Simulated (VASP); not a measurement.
# Fe: single point with PBE

The system is Fe.

```xyz
1
Lattice="-1.4157 1.4157 1.4157 1.4157 -1.4157 1.4157 1.4157 1.4157 -1.4157" Properties=species:S:1:pos:R:3 pbc="T T T"
Fe    0.0000    0.0000    0.0000
```

```json
{
  "Program": "VASP 6.6.1",
  "Task": "single point",
  "Functional": "PBE",
  "Potentials or basis": "VASP PAW PBE potentials, release 64 (Fe)",
  "Cutoff": "520 eV",
  "k mesh": "21 × 21 × 21",
  "Occupations": "fermi-dirac, width 0.1 eV",
  "Spin": "collinear spin, ferromagnetic start",
  "Starting moments": "[2.5] μB"
}
```

```yaml
Pressure: -0.4 GPa
Net_moment: 2.17 μB per cell
Site_moments: Fe +2.17 μB
Valence_electrons_inside_the_program's_atomic_spheres: Fe 7.27
```

Levels at points of the mesh, in eV from the Fermi level:
Spin up:
```tsv
k point	band 1	band 2	band 3	band 4	band 5	band 6	band 7	band 8	band 9	band 10
(0.00, 0.00, 0.00)	-8.45	-2.31	-2.31	-2.31	-1.10	-1.10	25.02	25.02	25.02	30.11
```
Spin down:
```tsv
k point	band 1	band 2	band 3	band 4	band 5	band 6	band 7	band 8
(0.00, 0.00, 0.00)	-8.29	-0.42	-0.42	-0.42	1.64	1.64	24.77	24.77
```

Wall time 50 s on 1 thread of Intel(R) Xeon(R) Platinum 8375C CPU @ 2.90GHz (Ice Lake) (shared host), peak memory 0.18 GiB.
